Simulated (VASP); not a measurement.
# SnO (nc) (P4/nmm) in VASP: single point with PBE

Aim: the single point of SnO (nc) with PBE.

Program: VASP 6.6.1. These are calculated values, not measurements. Logs are shortened: lines on timing, memory, paths and dates and some standing lists are left out, and cuts for length are marked.

**1. The cell of the first run**

It takes space group P4/nmm (No. 129, tetragonal). Conventional cell: a = 3.868 Å, b = 3.868 Å, c = 5.073 Å, α = 90.00°, β = 90.00°, γ = 90.00°. Sn (site symmetry 4mm) has 4 O at 2.25 Å within 3.0 Å. Within 3.0 Å of O (site symmetry -4m2) lie 4 Sn at 2.25 Å and 4 O at 2.74 Å.

**2. Single point, PBE**

The input, INCAR:

```
SYSTEM = SnO
PREC = Accurate ; ENCUT = 600
EDIFF = 1E-6 ; ISMEAR = 0
SIGMA = 0.01 ; LREAL = .FALSE.
LASPH = .TRUE. ; NELM = 120
ALGO = Normal ; ISIF = 2
LWAVE = .FALSE. ; LCHARG = .FALSE.
GGA = PE ; NBANDS = 28
GGA_COMPAT = .FALSE.
```

The input, KPOINTS:

```
Automatic mesh
0
G
  10 10 8
  0 0 0
```

The input, POSCAR:

```
SnO
1.0
    3.8681588414      0.0000000000      0.0000000000
    0.0000000000      3.8681588414      0.0000000000
    0.0000000000      0.0000000000      5.0734614024
Sn O
2 2
Direct
    0.5000000000      0.0000000000      0.2284643117
    0.0000000000      0.5000000000      0.7715356883
    0.0000000000      0.0000000000      0.0000000000
    0.5000000000      0.5000000000      0.0000000000
```

Potentials or basis: VASP PAW PBE potentials, release 64 (Sn_d, O).

Started as:

```console
$ cat potpaw_PBE.64/Sn_d/POTCAR potpaw_PBE.64/O/POTCAR > POTCAR
$ mpirun -np 1 vasp_std > vasp.out
```

OUTCAR:

```text
SYSTEM = SnO
   PREC = Accurate
   ENCUT = 600
   EDIFF = 1E-6
   ISMEAR = 0
   LREAL = .FALSE.
   LASPH = .TRUE.
   NELM = 120
   ISIF = 2
   GGA = PE

 ion  position               nearest neighbor table
   1  0.500  0.000  0.228-   3 2.25   4 2.25   4 2.25   3 2.25   2 3.59   2 3.59   2 3.59   2 3.59

   2  0.000  0.500  0.772-   3 2.25   4 2.25   3 2.25   4 2.25   1 3.59   1 3.59   1 3.59   1 3.59

   3  0.000  0.000  0.000-   1 2.25   2 2.25   2 2.25   1 2.25
   4  0.500  0.500  0.000-   1 2.25   2 2.25   1 2.25   2 2.25

  LATTYP: Found a simple tetragonal cell.
 ALAT       =     3.8681588414
 C/A-ratio  =     1.3115959324

  Lattice vectors:

 A1 = (   3.8681588414,   0.0000000000,   0.0000000000)
 A2 = (   0.0000000000,   3.8681588414,   0.0000000000)
 A3 = (   0.0000000000,   0.0000000000,   5.0734614024)

Analysis of symmetry for initial positions (statically):
=====================================================================
 Subroutine PRICEL returns:
 Original cell was already a primitive cell.

 Routine SETGRP: Setting up the symmetry group for a
 simple tetragonal supercell.

 Subroutine GETGRP returns: Found 16 space group operations
 (whereof  8 operations were pure point group operations)
 out of a pool of 16 trial point group operations.

The static configuration has the point symmetry D_2d.
 The point group associated with its full space group is D_4h.

Analysis of symmetry for dynamics (positions and initial velocities):
=====================================================================
 Subroutine PRICEL returns:
 Original cell was already a primitive cell.

 Routine SETGRP: Setting up the symmetry group for a
 simple tetragonal supercell.

 Subroutine GETGRP returns: Found 16 space group operations
 (whereof  8 operations were pure point group operations)
 out of a pool of 16 trial point group operations.

The dynamic configuration has the point symmetry D_2d.
 The point group associated with its full space group is D_4h.

 Subroutine INISYM returns: Found 16 space group operations
 (whereof  8 operations are pure point group operations),
 and found     1 'primitive' translations

----------------------------------------------------------------------------------------

                                     Primitive cell

  volume of cell :      75.9124

  direct lattice vectors                    reciprocal lattice vectors
     3.868158841  0.000000000  0.000000000     0.258520925  0.000000000  0.000000000
     0.000000000  3.868158841  0.000000000     0.000000000  0.258520925  0.000000000
     0.000000000  0.000000000  5.073461402     0.000000000  0.000000000  0.197104091

  length of vectors
     3.868158841  3.868158841  5.073461402     0.258520925  0.258520925  0.197104091

  position of ions in fractional coordinates (direct lattice)
     0.500000000  0.000000000  0.228464312
     0.000000000  0.500000000  0.771535688
     0.000000000  0.000000000  0.000000000
     0.500000000  0.500000000  0.000000000

  ion indices of the primitive-cell ions
   primitive index   ion index
                 1           1
                 2           2
                 3           3
                 4           4

----------------------------------------------------------------------------------------

 KPOINTS: Automatic mesh

Automatic generation of k-mesh.
 Grid dimensions read from file:
 generate k-points for:   10   10    8

 Generating k-lattice:

  Cartesian coordinates                     Fractional coordinates (reciprocal lattice)
     0.025852092  0.000000000  0.000000000     0.100000000  0.000000000  0.000000000
     0.000000000  0.025852092  0.000000000     0.000000000  0.100000000  0.000000000
     0.000000000  0.000000000  0.024638011     0.000000000  0.000000000  0.125000000

  Length of vectors
     0.025852092  0.025852092  0.024638011

  Shift w.r.t. Gamma in fractional coordinates (k-lattice)
     0.000000000  0.000000000  0.000000000

 Subroutine IBZKPT returns following result:
 ===========================================

 Found    105 irreducible k-points:

 Following reciprocal coordinates:
            Coordinates               Weight
  0.000000  0.000000  0.000000      1.000000
  0.100000  0.000000  0.000000      4.000000
  0.200000  0.000000  0.000000      4.000000
  0.300000  0.000000  0.000000      4.000000
  0.400000  0.000000  0.000000      4.000000
  0.500000  0.000000  0.000000      2.000000
[... 16 lines left out ...]
  0.100000  0.000000  0.125000      8.000000
  0.200000  0.000000  0.125000      8.000000
 [... further k-points ...]
   k-points           NKPTS =    105   k-points in BZ     NKDIM =    105   number of bands    NBANDS=     28
   number of dos      NEDOS =    301   number of ions     NIONS =      4
   total plane-waves  NPLWV =  43008
   dimension x,y,z NGX =    32 NGY =   32 NGZ =   42
   dimension x,y,z NGXF=    64 NGYF=   64 NGZF=   84
   ions per type =               2   2
   NGX,Y,Z   is equivalent  to a cutoff of  13.75, 13.75, 13.76 a.u.
   NGXF,Y,Z  is equivalent  to a cutoff of  27.51, 27.51, 27.52 a.u.
 SYSTEM =  SnO
   PREC   = accura    normal or accurate (medium, high low for compatibility)
   ISTART =      0    job   : 0-new  1-cont  2-samecut
   ICHARG =      2    charge: 1-file 2-atom 10-const
   ISPIN  =      1    spin polarized calculation?
   LNONCOLLINEAR =      F non collinear calculations
   LSORBIT =      F    spin-orbit coupling
   LASPH  =      T    aspherical Exc in radial PAW
   ENCUT  =  600.0 eV  44.10 Ry    6.64 a.u.   7.73  7.73 10.13*2*pi/ulx,y,z
   NELM   =    120;   NELMIN=  2; NELMDL= -5     # of ELM steps
   EDIFF  = 0.1E-05   stopping-criterion for ELM
   LREAL  =      F    real-space projection
   EDIFFG = 0.1E-04   stopping-criterion for IOM
   NSW    =      0    number of steps for IOM
   IBRION =     -1    ionic relax: 0-MD 1-quasi-New 2-CG
   NFREE  =      0    steps in history (QN), initial steepest desc. (CG)
   ISIF   =      2    stress and relaxation
   ISYM   =      2    0-nonsym 1-usesym 2-fastsym
   POTIM  = 0.5000    time-step for ionic-motion
   TEBEG  =    0.0;   TEEND  =   0.0 temperature during run
   PSTRESS=    0.0 pullay stress
   NELECT =      40.0000    total number of electrons
   NUPDOWN=      -1.0000    fix difference up-down
   EMIN   =  10.00;   EMAX   =-10.00  energy-range for DOS
   EFERMI =   0.00;   METHOD = LEGACY
   ISMEAR =     0;   SIGMA  =   0.01  broadening in eV -4-tet -1-fermi 0-gaus
   EFERMI_NEDOS =   21; number of points for ismear=-14 and -15
   IALGO  =     38    algorithm
   IMIX   =      4    mixing-type and parameters
     AMIX     =   0.40;   BMIX     =  1.00
     AMIX_MAG =   1.60;   BMIX_MAG =  1.00
  volume/ion in A,a.u.               =      18.98       128.07
  Fermi-wavevector in a.u.,A,eV,Ry     =   1.322281  2.498749 23.788803  1.748428
  Thomas-Fermi vector in A             =   2.451974
   LORBIT       =      0    0 simple, 1 ext, 2 COOP (PROOUT), +10 PAW based schemes
   GGA     = PE    functional components
   LHFCALC =     F    Hartree Fock is set to
   AEXX    =    0.0000 exact exchange contribution
   IVDW    =     0    specifies the selected vdW correction
   LEPSILON=     F    determine dielectric tensor
   LRPA    =     F    only Hartree local field effects (RPA)
 non-spin polarized calculation
 Gauss-broadening in eV      SIGMA  =   0.01
  energy-cutoff  :      600.00
  volume of cell :       75.91
 maximum number of plane-waves:      2560
 NGX is ok and might be reduce to    32
   NGX = 15   NGY = 15   NGZ = 21

 number of electron      39.9999994 magnetization

 Free energy of the ion-electron system (eV)
  ---------------------------------------------------
  ext. energy  EPLUGINS =         0.00000000
  ---------------------------------------------------
  free energy    TOTEN  =       -22.73047697 eV

  energy without entropy =      -22.73047697  energy(sigma->0) =      -22.73047697

 E-fermi :   6.1909     XC(G=0):  -9.8141

 val. band max:        6.1185118381   @ k =   0.1000   0.0000   0.0000
 cond. band min:       6.6337659550   @ k =   0.5000   0.5000   0.0000
 fundamental gap:      0.5152541169
 Fermi energy:         6.1909090241

 k-point     1 :       0.0000    0.0000    0.0000
  band No.  band energies     occupation
      1     -15.6209      2.00000
      2     -15.2571      2.00000
      3     -15.2519      2.00000
      4     -15.2519      2.00000
      5     -15.2226      2.00000
      6     -15.2079      2.00000
[... 20 lines left out ...]
     27      13.0804      0.00000
     28      13.5889      0.00000

 k-point     2 :       0.1000    0.0000    0.0000
  band No.  band energies     occupation
      1     -15.6158      2.00000
      2     -15.2558      2.00000
      3     -15.2505      2.00000
      4     -15.2502      2.00000
      5     -15.2237      2.00000
      6     -15.2050      2.00000
[... 20 lines left out ...]
     27      13.2618      0.00000
     28      14.3325      0.00000

 k-point     3 :       0.2000    0.0000    0.0000
  band No.  band energies     occupation
      1     -15.6011      2.00000
      2     -15.2842      2.00000
      3     -15.2470      2.00000
      4     -15.2453      2.00000
      5     -15.2267      2.00000
      6     -15.2264      2.00000
[... 20 lines left out ...]
     27      13.4635      0.00000
     28      15.7990      0.00000

 k-point     4 :       0.3000    0.0000    0.0000
  band No.  band energies     occupation
      1     -15.5777      2.00000
      2     -15.3611      2.00000
      3     -15.2426      2.00000
      4     -15.2375      2.00000
      5     -15.2304      2.00000
      6     -15.2220      2.00000
[... 578 lines left out ...]
     27      12.9811      0.00000
     28      13.6968      0.00000

 k-point    23 :       0.1000    0.0000    0.1250
  band No.  band energies     occupation
      1     -15.6146      2.00000
      2     -15.2576      2.00000
      3     -15.2488      2.00000
      4     -15.2478      2.00000
      5     -15.2225      2.00000
      6     -15.2040      2.00000
[... 20 lines left out ...]
     27      13.2268      0.00000
     28      14.3791      0.00000

 k-point    24 :       0.2000    0.0000    0.1250
  band No.  band energies     occupation
      1     -15.6003      2.00000
      2     -15.2871      2.00000
      3     -15.2472      2.00000
      4     -15.2426      2.00000
      5     -15.2272      2.00000
      6     -15.2253      2.00000
[... 20 lines left out ...]
     27      13.5385      0.00000
     28      15.7758      0.00000

 [... further k-points ...]

------------------------ aborting loop because EDIFF is reached ----------------------------------------

  FORCE on cell =-STRESS in cart. coord.  units (eV):
  Direction    XX          YY          ZZ          XY          YZ          ZX
  --------------------------------------------------------------------------------------
  -------------------------------------------------------------------------------------
  Total        0.0532451      0.0532451      0.0728375      0.0000000     -0.0000000      0.0000000
  in kB        1.1237697      1.1237697      1.5372790      0.0000000     -0.0000000      0.0000000
  external PRESSURE =       1.2616062 kB  Pullay stress =       0.0000000 kB

 VOLUME and BASIS-vectors are now :
 -----------------------------------------------------------------------------
  energy-cutoff  :      600.00
  volume of cell :       75.91
      direct lattice vectors                 reciprocal lattice vectors
     3.868158841  0.000000000  0.000000000     0.258520925  0.000000000  0.000000000
     0.000000000  3.868158841  0.000000000     0.000000000  0.258520925  0.000000000
     0.000000000  0.000000000  5.073461402     0.000000000  0.000000000  0.197104091

 POSITION                                       TOTAL-FORCE (eV/Angst)
 -----------------------------------------------------------------------------------
      1.93408      0.00000      1.15910        -0.000000      0.000000      0.077283
      0.00000      1.93408      3.91436         0.000000      0.000000     -0.077283
      0.00000      0.00000      0.00000         0.000000      0.000000      0.000000
      1.93408      1.93408      0.00000         0.000000     -0.000000      0.000000
 -----------------------------------------------------------------------------------
    total drift:                                0.000000     -0.000000     -0.000000

  FREE ENERGIE OF THE ION-ELECTRON SYSTEM (eV)
  ---------------------------------------------------
  free  energy   TOTEN  =       -22.7304769663 eV

  energy  without entropy=      -22.7304769663  energy(sigma->0) =      -22.73047697
```

Wall time 3 min (1 thread of Intel Xeon 6975P-C, shared host); peak memory 0.36 GiB.

Results:

```
Free energy            : -22.7305 eV
Pressure               : 0.1 GPa
Largest force          : 0.077 eV/Å
Band gap on the k mesh : 0.52 eV, indirect (least direct gap 1.91 eV)
```

Forces on the atoms (eV/Å):
```
Sn   0.000  0.000  0.077
Sn   0.000  0.000 -0.077
O    0.000  0.000  0.000
O    0.000  0.000  0.000
```

Caveat: spin-orbit coupling is left out, which moves the levels of the heavy elements. A hybrid or GW would open this gap; PBE tends to underestimate it.
